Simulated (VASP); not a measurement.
Write the native input for VASP 6.6.1 that does the following.

* Task: single point
* Functional: LDA
* Potentials or basis: VASP PAW LDA potentials, release 64 (Ti_sv, Pd)
* Cutoff: 520 eV
* k mesh: 16 × 16 × 16
* Occupations: gaussian, width 0.15 eV
* Spin: no spin polarisation
* Dipole correction: no
* Further INCAR settings: ALGO = Fast; EDIFF = 1e-06; NBANDS = 18

The structure of TiPd lies in POSCAR:

```
TiPd
1.0
    3.1800000000      0.0000000000      0.0000000000
    0.0000000000      3.1800000000      0.0000000000
    0.0000000000      0.0000000000      3.0846000000
Ti Pd
1 1
Direct
    0.5000000000      0.5000000000      0.5000000000
    0.0000000000      0.0000000000      0.0000000000
```

This cell differs from its parent crystal: strain +0.000 along x and y, -0.030 along z.

These files were run (other wordings do the same):

INCAR

```
SYSTEM = TiPd
  PREC = Accurate
  ENCUT = 520
  EDIFF = 1E-6
  ISMEAR = 0
  SIGMA = 0.15
  LREAL = .False.
  LASPH = .True.
  NELM = 100
  ALGO = Fast
  ISIF = 2
  LWAVE = .False.
  LCHARG = .False.
  GGA = CA
  NBANDS = 18
```

KPOINTS

```
regular mesh
0
Gamma
  16 16 16
  0 0 0
```

Potentials or basis: VASP PAW LDA potentials, release 64 (Ti_sv, Pd).

The run is started by

```console
$ cat potpaw_LDA.64/Ti_sv/POTCAR potpaw_LDA.64/Pd/POTCAR > POTCAR
$ mpirun -np 1 vasp_std > vasp.out
```

Results of the run:

| Item | Value |
| --- | --- |
| Pressure | -7.1 GPa |
| Band gap on the k mesh | zero (bands 11 and 12 overlap by 2.27 eV) |

Caveat: the cell differs from its parent crystal (strain +0.000 along x and y, -0.030 along z); the cell stands under tension.

It took 8 min on 1 thread of Intel Xeon 8259CL, with other jobs on the host, peak memory 0.33 GiB.
